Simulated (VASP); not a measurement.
# MgO (P1) in VASP: further runs, part 2 of 2

VASP 6.6.1. Earlier steps stand in the parts before.

### Step 4. Single point, PBEsol (atoms moved at random)

Input file INCAR:

```
SYSTEM = MgO
ALGO     = Normal         ! electronic algorithm
EDIFF    = 1E-6           ! SCF threshold, eV
ENCUT    = 520            ! plane-wave cutoff, eV
GGA      = PS             ! functional
ISIF     = 2              ! what is computed and relaxed
ISMEAR   = 0              ! smearing method
LASPH    = .TRUE.         ! aspherical terms in the spheres
LCHARG   = .FALSE.        ! write CHGCAR
LREAL    = .FALSE.        ! projectors in reciprocal space
LWAVE    = .FALSE.        ! write WAVECAR
NBANDS   = 26             ! bands
NELM     = 100            ! most SCF steps
PREC     = Accurate       ! precision mode
SIGMA    = 0.05           ! smearing width, eV
```

Input file KPOINTS:

```
k-points
0
G
  6 6 6
  0 0 0
```

Input file POSCAR:

```
MgO
1.0
    4.2703000000      0.0000000000      0.0000000000
    0.0000000000     -4.2703000000      0.0000000000
    0.0000000000      0.0000000000     -4.2703000000
Mg O
4 4
Direct
    0.0049427172      0.5908831305      0.4574416229
    0.4715746519     -0.0571214651      0.5450741751
    0.4446431002      0.5404719998     -0.0654547587
   -0.0211213538      0.0147823722      0.0071327585
    0.4833637417     -0.0020465375     -0.0470573242
    0.0237608558      0.4087195068      0.0445555867
    0.0864374799     -0.0328767255      0.4928084502
    0.5063988072      0.5371877188      0.5654994894
```

Potentials or basis: VASP PAW PBE potentials, release 64 (Mg, O).

Started as:

```bash
$ cat potpaw_PBE.64/Mg/POTCAR potpaw_PBE.64/O/POTCAR > POTCAR
$ mpirun -np 1 vasp_std > vasp.out
```

OUTCAR:

```text
SYSTEM = MgO
   EDIFF = 1E-6
   ENCUT = 520
   GGA = PS
   ISIF = 2
   ISMEAR = 0
   LASPH = .TRUE.
   LREAL = .FALSE.
   NELM = 100
   PREC = Accurate

 ion  position               nearest neighbor table
   1  0.005  0.591  0.457-   7 1.65   6 1.93   8 2.19   8 2.20   2 2.52   6 2.63   4 2.64   7 2.69
                             2 2.75   3 2.78   3 2.93   4 2.97   4 3.12   3 3.15   3 3.28   4 3.40
   2  0.472  0.943  0.545-   7 1.66   8 1.74   5 1.76   3 2.39   1 2.52   5 2.54   8 2.54   7 2.64
                             1 2.75   4 2.90   4 2.95   3 3.05   3 3.12   4 3.13   4 3.17   1 3.43
   3  0.445  0.540  0.935-   8 1.60   6 1.94   5 1.96   5 2.32   2 2.39   6 2.58   8 2.71   1 2.78
                             4 2.86   1 2.93   4 3.02   2 3.05   4 3.07   2 3.12   1 3.15   4 3.22
[... 915 lines left out ...]
  external PRESSURE =     402.8901605 kB  Pullay stress =       0.0000000 kB

 VOLUME and BASIS-vectors are now :
 -----------------------------------------------------------------------------
  energy-cutoff  :      520.00
  volume of cell :       77.87
      direct lattice vectors                 reciprocal lattice vectors
     4.270300000  0.000000000  0.000000000     0.234175585  0.000000000  0.000000000
     0.000000000 -4.270300000  0.000000000     0.000000000 -0.234175585  0.000000000
     0.000000000  0.000000000 -4.270300000     0.000000000  0.000000000 -0.234175585

 POSITION                                       TOTAL-FORCE (eV/Angst)
 -----------------------------------------------------------------------------------
      0.02111     -2.52325     -1.95341        -1.772929      8.627653     -0.534247
      2.01377     -4.02637     -2.32763         5.377185     -5.266531      3.602350
      1.89876     -2.30798     -3.99079         0.086161      2.675628     -9.636526
      4.18011     -0.06313     -0.03046        -0.123738      2.885476      0.675480
      2.06411     -4.26156     -4.06935         1.375449     -0.114813     -4.427709
      0.10147     -1.74535     -0.19027        -0.735098     -6.674704      0.625034
      0.36911     -4.12991     -2.10444        -6.568742     -5.780589      0.217782
      2.16247     -2.29395     -2.41485         2.361711      3.647879      9.477835
 -----------------------------------------------------------------------------------
    total drift:                               -0.001798     -0.001586      0.000504

  FREE ENERGIE OF THE ION-ELECTRON SYSTEM (eV)
  ---------------------------------------------------
  free  energy   TOTEN  =       -42.5302272287 eV

  energy  without entropy=      -42.5302272287  energy(sigma->0) =      -42.53022723
```

OSZICAR:

```text
N       E                     dE             d eps       ncg     rms          rms(c)
DAV:   1     0.149318400969E+03    0.14932E+03   -0.16017E+04  6032   0.112E+03
DAV:   2    -0.415334918122E+02   -0.19085E+03   -0.18169E+03  7546   0.249E+02
DAV:   3    -0.515277985839E+02   -0.99943E+01   -0.99475E+01  7164   0.575E+01
DAV:   4    -0.515842907988E+02   -0.56492E-01   -0.56470E-01  6812   0.492E+00
DAV:   5    -0.515845879511E+02   -0.29715E-03   -0.29714E-03  6864   0.356E-01    0.165E+01
DAV:   6    -0.428656232293E+02    0.87190E+01   -0.25867E+01  6490   0.316E+01    0.505E+00
DAV:   7    -0.426451279777E+02    0.22050E+00   -0.44850E-01  6264   0.484E+00    0.297E+00
DAV:   8    -0.425306018997E+02    0.11453E+00   -0.21322E-01  6960   0.380E+00    0.345E-01
DAV:   9    -0.425303923382E+02    0.20956E-03   -0.21900E-02  6860   0.978E-01    0.205E-01
DAV:  10    -0.425301529871E+02    0.23935E-03   -0.28823E-03  6286   0.401E-01    0.748E-02
DAV:  11    -0.425302147371E+02   -0.61750E-04   -0.53655E-04  6534   0.172E-01    0.240E-02
DAV:  12    -0.425302261907E+02   -0.11454E-04   -0.38677E-05  6538   0.436E-02    0.111E-02
DAV:  13    -0.425302272514E+02   -0.10607E-05   -0.50806E-06  6964   0.202E-02    0.327E-03
DAV:  14    -0.425302272287E+02    0.22634E-07   -0.55222E-07  3204   0.919E-03
   1 F= -.42530227E+02 E0= -.42530227E+02  d E =-.317243E-12
```

Run time: 1.7 min. Hardware: 1 thread of Intel Xeon 6975P-C (Granite Rapids), shared host; peak memory 0.3 GiB.

What came out:

| Item | Value |
| --- | --- |
| Free energy | -42.5302 eV |
| Pressure | 40.3 GPa |
| Largest force | 10.427 eV/Å |
| Band gap on the k mesh | 3.62 eV |

Forces on the atoms (eV/Å):
```
Mg  -1.773  8.628 -0.534
Mg   5.377 -5.267  3.602
Mg   0.086  2.676 -9.637
Mg  -0.124  2.885  0.675
O    1.375 -0.115 -4.428
O   -0.735 -6.675  0.625
O   -6.569 -5.781  0.218
O    2.362  3.648  9.478
```

Caveat: the cell differs from its parent crystal (atoms moved at random); the stress differs along the axes, from 22 to 53 GPa; the PAW data sets were made with another functional, which shifts forces and pressure a little.

### Step 5. The runs side by side

| cell | gap on the mesh (eV) | pressure (GPa) | largest force (eV/Å) |
| --- | --- | --- | --- |
| a = 4.314, b = 4.208, c = 4.246 Å, angles 91.2, 90.1, 89.7°, 8 atoms, atomic positions A | 3.35 | 26.2 | 11.27 |
| a = 4.235, b = 4.361, c = 4.208 Å, angles 89.0, 89.4, 88.9°, 8 atoms, atomic positions B | 3.91 | 8.8 | 5.05 |
| a = 4.270 Å, 8 atoms, atomic positions C | 3.62 | 40.3 | 10.43 |

Alike in all rows: task single point; level PBEsol; potentials or basis VASP PAW PBE potentials, release 64 (Mg, O); no spin polarisation; k mesh 6 × 6 × 6; cutoff (eV) 520; smearing gaussian 0.05 eV.

Caveats: the PAW data sets were made with another functional, which shifts forces and pressure a little; the stress differs along the axes, from 7 to 36 GPa (at least some runs); the stress differs along the axes, from 2 to 14 GPa (at least some runs); the stress differs along the axes, from 22 to 53 GPa (at least some runs).

Absolute energies hang on the potentials; compare differences alone.
